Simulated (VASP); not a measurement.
# Yb (I4/mmm) in VASP: single point with PBE

Aim: the single point of Yb with PBE.

Everything below comes from runs of VASP 6.6.1. Logs are shortened: lines on timing, memory, paths and dates and some standing lists are left out, and cuts for length are marked.

**1. The cell of the first run**

The structure is tetragonal, space group I4/mmm (No. 139). The conventional cell has a = 4.039 Å, b = 4.039 Å, c = 4.194 Å, α = 90.00°, β = 90.00°, γ = 90.00°. Within 4.7 Å of Yb (site symmetry 4/mmm) lie 14 Yb at 3.54 to 4.19 Å.

**2. Single point, PBE**

Contents of INCAR:

```
ALGO     = Normal         # electronic algorithm
EDIFF    = 1E-6           # SCF threshold, eV
ENCUT    = 600            # plane-wave cutoff, eV
GGA      = PE             # functional
GGA_COMPAT= False        
ISIF     = 2              # what is computed and relaxed
ISMEAR   = 0              # smearing method
LASPH    = True           # aspherical terms in the spheres
LCHARG   = False          # write CHGCAR
LMAXMIX  = 6              # l up to which the mixer works
LREAL    = False          # projectors in reciprocal space
LWAVE    = False          # write WAVECAR
NBANDS   = 18             # bands
NELM     = 200            # most SCF steps
PREC     = Accurate       # precision mode
SIGMA    = 0.15           # smearing width, eV
```

Contents of KPOINTS:

```
k-points
0
Gamma
  16 16 16
```

Contents of POSCAR:

```
Yb
1.0
    0.0000000000      2.8558615845      2.0970591615
    2.8558615845      0.0000000000      2.0970591615
    2.8558615845      2.8558615845      0.0000000000
Yb
1
Direct
    0.0000000000      0.0000000000      0.0000000000
```

Potentials or basis: VASP PAW PBE potentials, release 64 (Yb).

Run with:

```
$ cat potpaw_PBE.64/Yb/POTCAR > POTCAR
$ mpirun -np 1 vasp_std > vasp.out
```

OUTCAR:

```text
EDIFF = 1E-6
   ENCUT = 600
   GGA = PE
   ISIF = 2
   ISMEAR = 0
   LASPH = True
   LREAL = False
   NELM = 200
   PREC = Accurate

 ion  position               nearest neighbor table
   1  0.000  0.000  0.000-

  LATTYP: Found a body centered tetragonal cell.
 ALAT       =     4.0387981851
 C/A-ratio  =     1.0384570189

  Lattice vectors:

 A1 = (   0.0000000000,  -2.8558615845,  -2.0970591615)
 A2 = (   0.0000000000,   2.8558615845,  -2.0970591615)
 A3 = (   2.8558615845,   0.0000000000,   2.0970591615)

Analysis of symmetry for initial positions (statically):
=====================================================================
 Subroutine PRICEL returns:
 Original cell was already a primitive cell.

 Routine SETGRP: Setting up the symmetry group for a
 body centered tetragonal supercell.

 Subroutine GETGRP returns: Found 16 space group operations
 (whereof 16 operations were pure point group operations)
 out of a pool of 16 trial point group operations.

The static configuration has the point symmetry D_4h.

Analysis of symmetry for dynamics (positions and initial velocities):
=====================================================================
 Subroutine PRICEL returns:
 Original cell was already a primitive cell.

 Routine SETGRP: Setting up the symmetry group for a
 body centered tetragonal supercell.

 Subroutine GETGRP returns: Found 16 space group operations
 (whereof 16 operations were pure point group operations)
 out of a pool of 16 trial point group operations.

The dynamic configuration has the point symmetry D_4h.

 Subroutine INISYM returns: Found 16 space group operations
 (whereof 16 operations are pure point group operations),
 and found     1 'primitive' translations

----------------------------------------------------------------------------------------

                                     Primitive cell

  volume of cell :      34.2070

  direct lattice vectors                    reciprocal lattice vectors
     0.000000000  2.855861584  2.097059161    -0.175078513  0.175078513  0.238429134
     2.855861584  0.000000000  2.097059161     0.175078513 -0.175078513  0.238429134
     2.855861584  2.855861584  0.000000000     0.175078513  0.175078513 -0.238429134

  length of vectors
     3.543106337  3.543106337  4.038798185     0.343734525  0.343734525  0.343734525

  position of ions in fractional coordinates (direct lattice)
[... 73 lines left out ...]
   LSORBIT =      F    spin-orbit coupling
   LASPH  =      T    aspherical Exc in radial PAW
   ENCUT  =  600.0 eV  44.10 Ry    6.64 a.u.   7.08  7.08  8.07*2*pi/ulx,y,z
   NELM   =    200;   NELMIN=  2; NELMDL= -5     # of ELM steps
   EDIFF  = 0.1E-05   stopping-criterion for ELM
   LREAL  =      F    real-space projection
   EDIFFG = 0.1E-04   stopping-criterion for IOM
   NSW    =      0    number of steps for IOM
   IBRION =     -1    ionic relax: 0-MD 1-quasi-New 2-CG
   NFREE  =      0    steps in history (QN), initial steepest desc. (CG)
   ISIF   =      2    stress and relaxation
   ISYM   =      2    0-nonsym 1-usesym 2-fastsym
   POTIM  = 0.5000    time-step for ionic-motion
   TEBEG  =    0.0;   TEEND  =   0.0 temperature during run
   PSTRESS=    0.0 pullay stress
   NELECT =      24.0000    total number of electrons
   NUPDOWN=      -1.0000    fix difference up-down
   EMIN   =  10.00;   EMAX   =-10.00  energy-range for DOS
   EFERMI =   0.00;   METHOD = LEGACY
   ISMEAR =     0;   SIGMA  =   0.15  broadening in eV -4-tet -1-fermi 0-gaus
   EFERMI_NEDOS =   21; number of points for ismear=-14 and -15
   IALGO  =     38    algorithm
   IMIX   =      4    mixing-type and parameters
     AMIX     =   0.40;   BMIX     =  1.00
     AMIX_MAG =   1.60;   BMIX_MAG =  1.00
  volume/ion in A,a.u.               =      34.21       230.84
  Fermi-wavevector in a.u.,A,eV,Ry     =   1.454700  2.748985 28.792016  2.116153
  Thomas-Fermi vector in A             =   2.571821
   LORBIT       =      0    0 simple, 1 ext, 2 COOP (PROOUT), +10 PAW based schemes
   GGA     = PE    functional components
   LHFCALC =     F    Hartree Fock is set to
   AEXX    =    0.0000 exact exchange contribution
   IVDW    =     0    specifies the selected vdW correction
   LEPSILON=     F    determine dielectric tensor
   LRPA    =     F    only Hartree local field effects (RPA)
 non-spin polarized calculation
 Gauss-broadening in eV      SIGMA  =   0.15
  energy-cutoff  :      600.00
  volume of cell :       34.21
 maximum number of plane-waves:      1168
   NGX = 15   NGY = 15   NGZ = 17

 number of electron      24.0000000 magnetization

 Free energy of the ion-electron system (eV)
  ---------------------------------------------------
  ext. energy  EPLUGINS =         0.00000000
  ---------------------------------------------------
  free energy    TOTEN  =        -3.58422301 eV

  energy without entropy =       -3.56998938  energy(sigma->0) =       -3.57710620

 E-fermi :   1.7037     XC(G=0):  -9.6604

 val. band max:        1.6994014743   @ k =  -0.3750   0.4375   0.1875
 cond. band min:       1.7100260910   @ k =  -0.4375   0.3750   0.1250
 fundamental gap:      0.0106246167
 Fermi energy:         1.7036832029

 k-point     1 :       0.0000    0.0000    0.0000
  band No.  band energies     occupation
      1     -49.9680      2.00000
      2     -22.1166      2.00000
      3     -22.1158      2.00000
      4     -22.1158      2.00000
      5      -3.5235      2.00000
      6       1.2561      1.99998
[... 481 lines left out ...]
      5      -3.3162      2.00000
      6       1.2614      1.99997
[... 10 lines left out ...]
     17       6.7935      0.00000
     18      12.9233      0.00000

 [... further k-points ...]

------------------------ aborting loop because EDIFF is reached ----------------------------------------

  FORCE on cell =-STRESS in cart. coord.  units (eV):
  Direction    XX          YY          ZZ          XY          YZ          ZX
  --------------------------------------------------------------------------------------
  -------------------------------------------------------------------------------------
  Total        0.1818231      0.1818231      0.1103763      0.0000000      0.0000000      0.0000000
  in kB        8.5161744      8.5161744      5.1697730      0.0000000      0.0000000      0.0000000
  external PRESSURE =       7.4007072 kB  Pullay stress =       0.0000000 kB

 VOLUME and BASIS-vectors are now :
 -----------------------------------------------------------------------------
  energy-cutoff  :      600.00
  volume of cell :       34.21
      direct lattice vectors                 reciprocal lattice vectors
     0.000000000  2.855861584  2.097059161    -0.175078513  0.175078513  0.238429134
     2.855861584  0.000000000  2.097059161     0.175078513 -0.175078513  0.238429134
     2.855861584  2.855861584  0.000000000     0.175078513  0.175078513 -0.238429134

 POSITION                                       TOTAL-FORCE (eV/Angst)
 -----------------------------------------------------------------------------------
      0.00000      0.00000      0.00000         0.000000      0.000000      0.000000
 -----------------------------------------------------------------------------------
    total drift:                                0.000000     -0.000000     -0.000000

  FREE ENERGIE OF THE ION-ELECTRON SYSTEM (eV)
  ---------------------------------------------------
  free  energy   TOTEN  =        -3.5842230123 eV

  energy  without entropy=       -3.5699893826  energy(sigma->0) =       -3.57710620
```

OSZICAR:

```text
N       E                     dE             d eps       ncg     rms          rms(c)
DAV:   1     0.125859384006E+03    0.12586E+03   -0.94625E+03 15844   0.100E+04
DAV:   2     0.134481972615E+02   -0.11241E+03   -0.10861E+03 16054   0.592E+02
DAV:   3    -0.121535565754E+01   -0.14664E+02   -0.14487E+02 18644   0.126E+02
DAV:   4    -0.355378291666E+01   -0.23384E+01   -0.23279E+01 24412   0.377E+01
[... 18 lines left out ...]
DAV:  23    -0.358443523836E+01    0.43769E-03   -0.31863E-04 18672   0.630E-01    0.235E-01
DAV:  24    -0.358428513867E+01    0.15010E-03   -0.14136E-04 22086   0.407E-01    0.106E-01
DAV:  25    -0.358422221596E+01    0.62923E-04   -0.13655E-04 17494   0.439E-01    0.419E-02
DAV:  26    -0.358422266154E+01   -0.44558E-06   -0.17757E-05 24296   0.669E-02    0.401E-02
DAV:  27    -0.358422301230E+01   -0.35076E-06   -0.99131E-07  8594   0.347E-02
   1 F= -.35842230E+01 E0= -.35771062E+01  d E =-.142336E-01
```

It took 3.9 min on 1 thread of Intel Xeon 6975P-C (Granite Rapids), shared host; peak memory 0.42 GiB.

Results:

- Free energy: -3.5842 eV
- Pressure: 0.7 GPa
- Band gap on the k mesh: zero (bands 12 and 13 overlap by 0.66 eV)

Levels at points of the mesh, in eV from the Fermi level:
```tsv
k point	band 9	band 10	band 11	band 12	band 13	band 14	band 15	band 16
(0.00, 0.00, 0.00)	-0.31	-0.29	-0.29	-0.27	2.89	2.89	3.21	4.74
(0.50, 0.00, 0.00)	-0.33	-0.32	-0.30	-0.28	0.70	1.42	4.54	5.73
(0.50, 0.50, 0.00)	-0.39	-0.39	-0.29	-0.29	-0.29	5.05	5.74	5.74
(0.50, 0.00, 0.50)	-0.33	-0.33	-0.31	-0.29	0.86	1.08	4.98	5.91
```

Caveat: spin-orbit coupling is left out, which moves the levels of the heavy elements.
